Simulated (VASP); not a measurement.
# HfN (P6_3/mmc) in VASP: settings compared, part 3 of 3

VASP 6.6.1. The steps go on from the part before.

**5. Single point, PBE**

This run uses another cell than the first one, of 15.32 Å³/atom, 1.330 times its volume.

INCAR

```
PREC     = Accurate       # precision mode
ENCUT    = 600            # plane-wave cutoff, eV
EDIFF    = 1E-6           # SCF threshold, eV
ISMEAR   = -1             # smearing method
SIGMA    = 0.025851999786435532 # smearing width, eV
LREAL    = F              # projectors in reciprocal space
LASPH    = T              # aspherical terms in the spheres
NELM     = 120            # most SCF steps
ALGO     = Normal         # electronic algorithm
ISIF     = 2              # what is computed and relaxed
LWAVE    = F              # write WAVECAR
LCHARG   = F              # write CHGCAR
GGA      = PE             # functional
NBANDS   = 23             # bands
NELECT   = 32.0         
GGA_COMPAT= F
```

KPOINTS

```
regular mesh
0
Gamma
  6 6 2
```

POSCAR

```
HfN
1.0
    3.4464352723      0.0000000000      0.0000000000
   -1.7232176362      2.9847004983      0.0000000000
    0.0000000000      0.0000000000      5.9569518956
Hf N
2 2
Direct
    0.6666666667      0.3333333333      0.7500000000
    0.3333333333      0.6666666667      0.2500000000
    0.0000000000      0.0000000000      0.0000000000
    0.0000000000      0.0000000000      0.5000000000
```

Potentials or basis: VASP PAW PBE potentials, release 64 (Hf_pv, N).

The run is started by

```
$ cat potpaw_PBE.64/Hf_pv/POTCAR potpaw_PBE.64/N/POTCAR > POTCAR
$ mpirun -np 1 vasp_std > vasp.out
```

OUTCAR:

```text
PREC = Accurate
   ENCUT = 600
   EDIFF = 1E-6
   ISMEAR = -1
   LREAL = F
   LASPH = T
   NELM = 120
   ISIF = 2
   GGA = PE
   NELECT = 32.0

 ion  position               nearest neighbor table
   1  0.667  0.333  0.750-   3 2.49   4 2.49   3 2.49   4 2.49   3 2.49   4 2.49   2 3.58   2 3.58
                             2 3.58   2 3.58   2 3.58   2 3.58
   2  0.333  0.667  0.250-   3 2.49   4 2.49   3 2.49   4 2.49   3 2.49   4 2.49   1 3.58   1 3.58
                             1 3.58   1 3.58   1 3.58   1 3.58
   3  0.000  0.000  0.000-   1 2.49   2 2.49   1 2.49   2 2.49   1 2.49   2 2.49
   4  0.000  0.000  0.500-   1 2.49   2 2.49   1 2.49   2 2.49   1 2.49   2 2.49

  LATTYP: Found a hexagonal cell.
 ALAT       =     3.4464352723
 C/A-ratio  =     1.7284386402

  Lattice vectors:

 A1 = (   3.4464352723,   0.0000000000,   0.0000000000)
 A2 = (  -1.7232176362,   2.9847004983,   0.0000000000)
 A3 = (   0.0000000000,   0.0000000000,   5.9569518956)

Analysis of symmetry for initial positions (statically):
=====================================================================
 Subroutine PRICEL returns:
 Original cell was already a primitive cell.

 Routine SETGRP: Setting up the symmetry group for a
 hexagonal supercell.

 Subroutine GETGRP returns: Found 24 space group operations
 (whereof 12 operations were pure point group operations)
 out of a pool of 24 trial point group operations.

The static configuration has the point symmetry D_3d.
 The point group associated with its full space group is D_6h.

Analysis of symmetry for dynamics (positions and initial velocities):
=====================================================================
 Subroutine PRICEL returns:
 Original cell was already a primitive cell.

 Routine SETGRP: Setting up the symmetry group for a
 hexagonal supercell.

 Subroutine GETGRP returns: Found 24 space group operations
 (whereof 12 operations were pure point group operations)
 out of a pool of 24 trial point group operations.

The dynamic configuration has the point symmetry D_3d.
 The point group associated with its full space group is D_6h.

 Subroutine INISYM returns: Found 24 space group operations
 (whereof 12 operations are pure point group operations),
 and found     1 'primitive' translations

----------------------------------------------------------------------------------------

                                     Primitive cell

  volume of cell :      61.2766

  direct lattice vectors                    reciprocal lattice vectors
     3.446435272  0.000000000  0.000000000     0.290154876  0.167520996  0.000000000
    -1.723217636  2.984700498  0.000000000     0.000000000  0.335041992  0.000000000
     0.000000000  0.000000000  5.956951896     0.000000000  0.000000000  0.167871089

  length of vectors
     3.446435272  3.446435272  5.956951896     0.335041992  0.335041992  0.167871089

  position of ions in fractional coordinates (direct lattice)
     0.666666667  0.333333333  0.750000000
     0.333333333  0.666666667  0.250000000
     0.000000000  0.000000000  0.000000000
     0.000000000  0.000000000  0.500000000

  ion indices of the primitive-cell ions
   primitive index   ion index
                 1           1
                 2           2
                 3           3
[... 32 lines left out ...]
  0.333333 -0.000000  0.000000      6.000000
  0.500000 -0.000000  0.000000      3.000000
  0.166667  0.166667  0.000000      6.000000
  0.333333  0.166667  0.000000     12.000000
  0.333333  0.333333  0.000000      2.000000
  0.000000  0.000000  0.500000      1.000000
  0.166667 -0.000000  0.500000      6.000000
  0.333333 -0.000000  0.500000      6.000000
  0.500000 -0.000000  0.500000      3.000000
  0.166667  0.166667  0.500000      6.000000
  0.333333  0.166667  0.500000     12.000000
  0.333333  0.333333  0.500000      2.000000
   k-points           NKPTS =     14   k-points in BZ     NKDIM =     14   number of bands    NBANDS=     23
   number of dos      NEDOS =    301   number of ions     NIONS =      4
   total plane-waves  NPLWV =  37632
   dimension x,y,z NGX =    28 NGY =   28 NGZ =   48
   dimension x,y,z NGXF=    56 NGYF=   56 NGZF=   96
   ions per type =               2   2
   NGX,Y,Z   is equivalent  to a cutoff of  13.51, 13.51, 13.40 a.u.
   NGXF,Y,Z  is equivalent  to a cutoff of  27.01, 27.01, 26.79 a.u.
 SYSTEM =  unknown system
   PREC   = accura    normal or accurate (medium, high low for compatibility)
   ISTART =      0    job   : 0-new  1-cont  2-samecut
   ICHARG =      2    charge: 1-file 2-atom 10-const
   ISPIN  =      1    spin polarized calculation?
   LNONCOLLINEAR =      F non collinear calculations
   LSORBIT =      F    spin-orbit coupling
   LASPH  =      T    aspherical Exc in radial PAW
   ENCUT  =  600.0 eV  44.10 Ry    6.64 a.u.   6.88  6.88 11.90*2*pi/ulx,y,z
   NELM   =    120;   NELMIN=  2; NELMDL= -5     # of ELM steps
   EDIFF  = 0.1E-05   stopping-criterion for ELM
   LREAL  =      F    real-space projection
   EDIFFG = 0.1E-04   stopping-criterion for IOM
   NSW    =      0    number of steps for IOM
   IBRION =     -1    ionic relax: 0-MD 1-quasi-New 2-CG
   NFREE  =      0    steps in history (QN), initial steepest desc. (CG)
   ISIF   =      2    stress and relaxation
   ISYM   =      2    0-nonsym 1-usesym 2-fastsym
   POTIM  = 0.5000    time-step for ionic-motion
   TEBEG  =    0.0;   TEEND  =   0.0 temperature during run
   PSTRESS=    0.0 pullay stress
   NELECT =      32.0000    total number of electrons
   NUPDOWN=      -1.0000    fix difference up-down
   EMIN   =  10.00;   EMAX   =-10.00  energy-range for DOS
   EFERMI =   0.00;   METHOD = LEGACY
   ISMEAR =    -1;   SIGMA  =   0.03  broadening in eV -4-tet -1-fermi 0-gaus
   EFERMI_NEDOS =   21; number of points for ismear=-14 and -15
   IALGO  =     38    algorithm
   IMIX   =      4    mixing-type and parameters
     AMIX     =   0.40;   BMIX     =  1.00
     AMIX_MAG =   1.60;   BMIX_MAG =  1.00
  volume/ion in A,a.u.               =      15.32       103.38
  Fermi-wavevector in a.u.,A,eV,Ry     =   1.318337  2.491296 23.647101  1.738013
  Thomas-Fermi vector in A             =   2.448314
   LORBIT       =      0    0 simple, 1 ext, 2 COOP (PROOUT), +10 PAW based schemes
   GGA     = PE    functional components
   LHFCALC =     F    Hartree Fock is set to
   AEXX    =    0.0000 exact exchange contribution
   IVDW    =     0    specifies the selected vdW correction
   LEPSILON=     F    determine dielectric tensor
   LRPA    =     F    only Hartree local field effects (RPA)
 non-spin polarized calculation
  energy-cutoff  :      600.00
  volume of cell :       61.28
 maximum number of plane-waves:      2082
 NGX is ok and might be reduce to    28
   NGX = 13   NGY = 13   NGZ = 23

 number of electron      32.0000002 magnetization

 Free energy of the ion-electron system (eV)
  ---------------------------------------------------
  ext. energy  EPLUGINS =         0.00000000
  ---------------------------------------------------
  free energy    TOTEN  =       -29.05689767 eV

  energy without entropy =      -29.04201355  energy(sigma->0) =      -29.04945561

 E-fermi :   6.6630     XC(G=0): -11.7277

 val. band max:        6.6424802588   @ k =   0.3333  -0.0000   0.0000
 cond. band min:       6.6705171122   @ k =   0.1667  -0.0000   0.0000
 fundamental gap:      0.0280368534
 Fermi energy:         6.6630357153

 k-point     1 :       0.0000    0.0000    0.0000
  band No.  band energies     occupation
      1     -26.3521      2.00000
      2     -26.0598      2.00000
      3     -25.8864      2.00000
      4     -25.8864      2.00000
      5     -25.8609      2.00000
      6     -25.8609      2.00000
[... 353 lines left out ...]
     22       9.3677      0.00000
     23      10.1375      0.00000

------------------------ aborting loop because EDIFF is reached ----------------------------------------

  FORCE on cell =-STRESS in cart. coord.  units (eV):
  Direction    XX          YY          ZZ          XY          YZ          ZX
  --------------------------------------------------------------------------------------
  -------------------------------------------------------------------------------------
  Total        0.3053561      0.3053561      6.3738569     -0.0000000     -0.0000000      0.0000000
  in kB        7.9840301      7.9840301    166.6548340     -0.0000000     -0.0000000      0.0000000
  external PRESSURE =      60.8742981 kB  Pullay stress =       0.0000000 kB

 VOLUME and BASIS-vectors are now :
 -----------------------------------------------------------------------------
  energy-cutoff  :      600.00
  volume of cell :       61.28
      direct lattice vectors                 reciprocal lattice vectors
     3.446435272  0.000000000  0.000000000     0.290154876  0.167520996  0.000000000
    -1.723217636  2.984700498  0.000000000     0.000000000  0.335041992  0.000000000
     0.000000000  0.000000000  5.956951896     0.000000000  0.000000000  0.167871089

 POSITION                                       TOTAL-FORCE (eV/Angst)
 -----------------------------------------------------------------------------------
      1.72322      0.99490      4.46771        -0.000000     -0.000000      0.000000
     -0.00000      1.98980      1.48924         0.000000     -0.000000      0.000000
      0.00000      0.00000      0.00000        -0.000000      0.000000      0.000000
      0.00000      0.00000      2.97848         0.000000      0.000000      0.000000
 -----------------------------------------------------------------------------------
    total drift:                               -0.000000      0.000000     -0.000000

  FREE ENERGIE OF THE ION-ELECTRON SYSTEM (eV)
  ---------------------------------------------------
  free  energy   TOTEN  =       -29.0568976717 eV

  energy  without entropy=      -29.0420135477  energy(sigma->0) =      -29.04945561
```

It took 31 s on 1 thread of Intel Xeon 6975P-C, shared host; peak memory 0.19 GiB.

Results:

```yaml
Free_energy: -29.0569 eV
```

Levels at points of the mesh, in eV from the Fermi level:
| k point | band 14 | band 15 | band 16 | band 17 | band 18 | band 19 |
| --- | --- | --- | --- | --- | --- | --- |
| (0.00, 0.00, 0.00) | -2.98 | -2.11 | -1.61 | -0.59 | -0.59 | 0.14 |
| (0.50, 0.00, 0.00) | -3.52 | -3.46 | 0.37 | 0.39 | 1.83 | 2.08 |
| (0.00, 0.00, 0.50) | -4.81 | -0.32 | -0.32 | 0.27 | 0.27 | 0.90 |
| (0.50, 0.00, 0.50) | -5.03 | -1.74 | -1.74 | 1.93 | 1.93 | 2.20 |

Caveat: the k points lie up to 0.53 Å⁻¹ apart; the cell carries a net charge on a neutralising background, which shifts energy and pressure; the cell is charged against a uniform background, so pressure and absolute levels hang on convention; spin-orbit coupling is left out, which moves the levels of the heavy elements.

**6. The runs side by side**

```tsv
level	U	k mesh	smearing	LDAUTYPE	hund's J	gap on the mesh (eV)	pressure (GPa)	largest force (eV/Å)
PBE+U	Hf d U = 7.8 eV, J = 0.59 eV	3 × 3 × 1, shifted	gaussian 0.1 eV	1	0.59	none	38.8	-
PBE+D3(BJ)	-	4 × 6 × 1	gaussian 0.1 eV	-	-	0.77	-2.8	0.06
PBE	-	3 × 2 × 5	fermi-dirac 0.25852 eV	-	-	none	4.2	0.42
```

Alike in all rows: task single point; potentials or basis VASP PAW PBE potentials, release 64 (Hf_pv, N); no spin polarisation; cell as given; cutoff (eV) 600.

Caveats: all runs use coarse meshes; spin-orbit coupling is left out, which moves the levels of the heavy elements; U without spin polarisation on a metal has little footing (some runs).

Absolute energies hang on the potentials; compare differences alone.
